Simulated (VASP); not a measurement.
Runs of VASP 6.6.1 on O. The structure is that of space group I4/mmm (No. 139), or close to it. The cells are those of the table. 

```csv
cell,gap on the mesh (eV),pressure (GPa),largest force (eV/Å)
"a = 4.279, b = 4.275, c = 2.267 Å, angles 74.7, 74.5, 30.7°, 2 atoms",none,-12.2,3.99
"a = 3.966, b = 3.963, c = 2.174 Å, angles 74.2, 74.0, 31.8°, 2 atoms",none,21.5,3.00
"a = 3.664, b = 3.659, c = 2.294 Å, angles 71.9, 71.6, 36.5°, 2 atoms",none,73.9,22.23
"a = 4.138, b = 4.134, c = 2.117 Å, angles 75.3, 75.1, 29.7°, 2 atoms",none,(a),2.30
"a = 4.105, b = 4.101, c = 2.328 Å, angles 73.6, 73.4, 33.0°, 2 atoms",none,(b),0.18
"a = 3.946, b = 3.941, c = 2.391 Å, angles 72.5, 72.2, 35.3°, 2 atoms",none,14.8,6.60
"a = 3.809, b = 3.804, c = 2.233 Å, angles 73.0, 72.8, 34.1°, 2 atoms",none,(c),10.92
"a = 3.659, b = 3.655, c = 2.217 Å, angles 72.5, 72.2, 35.3°, 2 atoms",none,80.0,20.61
```

Alike in all rows: task single point; level LDA; potentials or basis VASP PAW LDA potentials, release 64 (O); no spin polarisation; k mesh 22 × 22 × 22; cutoff (eV) 520; smearing gaussian 0.15 eV.

Q: Estimate the missing entries.

A: (a) 9.6; (b) -2.0; (c) 42.5.

Caveats: spin is off for a triplet molecule; forces of over 1 eV/Å act on the atoms, so gaps and moduli don't describe the material at rest (at least some runs); the standard files for N, O and F lose accuracy on very short bonds (at least some runs); the stress differs along the axes, from -42 to 3 GPa (at least some runs); the stress differs along the axes, from 16 to 33 GPa (at least some runs); the stress differs along the axes, from -2 to 225 GPa (at least some runs); the stress differs along the axes, from -28 to 29 GPa (at least some runs).

A gap of «none» marks levels without a gap at the run's occupations.
